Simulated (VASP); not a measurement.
Input of a VASP 6.6.1 run:

INCAR

```
SYSTEM = Zn
PREC = Accurate
ENCUT = 520
EDIFF = 1E-7
ISMEAR = -1
SIGMA = 0.05
LREAL = .FALSE.
LASPH = .TRUE.
NELM = 60
ALGO = Normal
ISIF = 2
LWAVE = .FALSE.
LCHARG = .TRUE.
GGA = PS
LELF = .TRUE.
LVHAR = .TRUE.
NBANDS = 12
```

Contents of KPOINTS:

```
Automatic mesh
0
G
  10 10 10
  0 0 0
```

POSCAR

```
Zn
1.0
   -1.5690370000      1.5690370000      1.5847273700
    1.5690370000     -1.5690370000      1.5847273700
    1.5690370000      1.5690370000     -1.5847273700
Zn
1
Direct
    0.0000000000      0.0000000000      0.0000000000
```

Potentials or basis: VASP PAW PBE potentials, release 64 (Zn).

Run with:

```console
$ cat potpaw_PBE.64/Zn/POTCAR > POTCAR
$ mpirun -np 1 vasp_std > vasp.out
```

**Question.** Predict the band gap on the k mesh.

**Answer.** Zero (band 6 reaches 6.79 eV, above the bottom of band 7 at 1.79 eV).

**Question.** Predict the pressure.

**Answer.** -5.4 GPa.

Stress tensor (GPa, compression positive):
```
-5.85  0.00  0.00
 0.00 -5.85  0.00
 0.00  0.00 -4.60
```

Caveat: the PAW data sets were made with another functional, which shifts forces and pressure a little.
